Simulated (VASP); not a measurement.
SiO2:

```
Si O
1.0
     5.06052    0.00000    0.00000
    -2.53026    4.38254    0.00000
     0.00000    0.00000    5.54135
Si O
3 6
Direct
  0.00000 0.50000 0.33333
  0.50000 0.50000 0.66667
  0.50000 0.00000 0.00000
  0.58279 0.79139 0.83333
  0.79139 0.58279 0.50000
  0.79139 0.20861 0.16667
  0.41721 0.20861 0.83333
  0.20861 0.41721 0.50000
  0.20861 0.79139 0.16667
```

```yaml
Program: VASP 6.6.1
Task: relaxation of cell and atoms
Functional: PBE
Potentials_or_basis: VASP PAW PBE potentials, release 64 (Si, O)
Cutoff: 600 eV
k_mesh: 6 × 6 × 4
Occupations: gaussian, width 0.02 eV
Spin: no spin polarisation
```

At the start: pressure 4.8 GPa; volume 13.66 Å³/atom.

**Question.** How do energy, volume and symmetry change on relaxing?

**Answer.** Over 3 steps the energy falls by 5.4 meV/atom and the volume is 14.00 Å³/atom (+2.5 %); space group P6_422 (No. 181, to 0.1 Å) before and after.

The path:
```csv
step,energy change (eV),largest force (eV/Å),pressure (GPa),volume (Å³)
1,0.0000,0.2328,4.83,122.90
2,0.0396,0.3062,-5.83,130.37
3,-0.0489,0.0075,-0.03,126.01
```

Final structure:
```cif
data_structure
_symmetry_space_group_name_H-M 'P 1'
_symmetry_Int_Tables_number 1
_cell_length_a 5.1030
_cell_length_b 5.1030
_cell_length_c 5.5876
_cell_angle_alpha 90.000
_cell_angle_beta 90.000
_cell_angle_gamma 120.000
_cell_volume 126.01
loop_
_atom_site_label
_atom_site_type_symbol
_atom_site_fract_x
_atom_site_fract_y
_atom_site_fract_z
_atom_site_occupancy
Si1 Si 0.00000 0.50000 0.33333 1
Si2 Si 0.50000 0.50000 0.66667 1
Si3 Si 0.50000 0.00000 0.00000 1
O1 O 0.58390 0.79195 0.83333 1
O2 O 0.79195 0.58390 0.50000 1
O3 O 0.79195 0.20805 0.16667 1
O4 O 0.41610 0.20805 0.83333 1
O5 O 0.20805 0.41610 0.50000 1
O6 O 0.20805 0.79195 0.16667 1
```
